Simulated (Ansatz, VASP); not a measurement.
# One calculation of AlN, two programs

```
Al N
1.0
     3.11200    0.00000    0.00000
    -1.55600    2.69507    0.00000
     0.00000    0.00000    4.98200
Al N
2 2
Direct
  0.33333 0.66667 0.00000
  0.66667 0.33333 0.50000
  0.33333 0.66667 0.38200
  0.66667 0.33333 0.88200
```

Alike in both runs: task single point; functional PBEsol; k mesh 6 × 6 × 4; occupations gaussian, width 0.1 eV; no spin polarisation.

|  | VASP | Ansatz |
| --- | --- | --- |
| version | VASP 6.6.1 | Ansatz 0.2.0 |
| potentials or method | VASP PAW PBE potentials, release 64 (Al, N), cutoff 520 eV | scalar-relativistic, plane waves, PAW |
| valence electrons in the cell | 16 | 16 |

Ansatz gave:

```
gap on the k mesh at the Fermi level (eV)                     : 4.11
least direct gap on the mesh (eV)                             : 4.11
pressure (GPa)                                                : 0.3
traceless stress, the component that is largest in VASP (GPa) : -0.10
```

**Question.** What did VASP give for the same quantities?

**Answer.** gap on the k mesh at the Fermi level (eV): 4.12; least direct gap on the mesh (eV): 4.12; pressure (GPa): 0.2; traceless stress, the component that is largest in VASP (GPa): -0.10.

VASP's potentials were made for PBE, not for PBEsol, and Ansatz warns of the same on its side. The functional is the same, so the differences come from potentials, cutoffs and numerics.
